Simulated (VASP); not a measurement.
Runs of VASP 6.6.1 on AlRu. The structure is that of space group P-6m2 (No. 187), or close to it. The cells are those of the table. The cell was built from a structure type or drawn by symmetry, and may not be a known phase.

```tsv
task	spin	cell	k mesh	cutoff (eV)	gap on the mesh (eV)	pressure (GPa)	relaxed volume (Å³/atom)
single point	off	a = 2.899, b = 2.899, c = 3.888 Å, angles 90.0, 90.0, 120.0°, 2 atoms	6 × 6 × 6	520	none	0.0	-
relaxation of cell and atoms	off	relaxed from a = 2.899, b = 2.899, c = 3.888 Å, angles 90.0, 90.0, 120.0°, 2 atoms	24 × 24 × 14	600	none	0.0	14.12
relaxation of cell and atoms	off	relaxed from a = 3.028, b = 3.028, c = 2.955 Å, angles 90.0, 90.0, 120.0°, 2 atoms	6 × 6 × 6	600	none	0.0	(a)
single point	collinear, ferromagnetic start	a = 2.899, b = 2.899, c = 3.888 Å, angles 90.0, 90.0, 120.0°, 2 atoms	6 × 6 × 4	520	none	-0.6	-
single point	off	a = 3.028, b = 3.028, c = 2.955 Å, angles 90.0, 90.0, 120.0°, 2 atoms	6 × 6 × 6	520	none	68.4	-
```

Alike in all rows: level PBE; potentials or basis VASP PAW PBE potentials, release 64 (Al, Ru_pv); smearing gaussian 0.1 eV.

Problem. Fill in the values left out.

Solution. (a) 14.13.

Caveats: some runs use coarse meshes; an empty level that is flat over the whole mesh can mark a ghost state of the potentials, or a narrow d or f band (at least some runs); the volume moved by over 15 % at a fixed basis, so the end points are rough (at least some runs).

A k mesh can miss the band edges, and the runs leave out spin-orbit coupling on Ru.

A gap of «none» marks levels without a gap at the run's occupations.
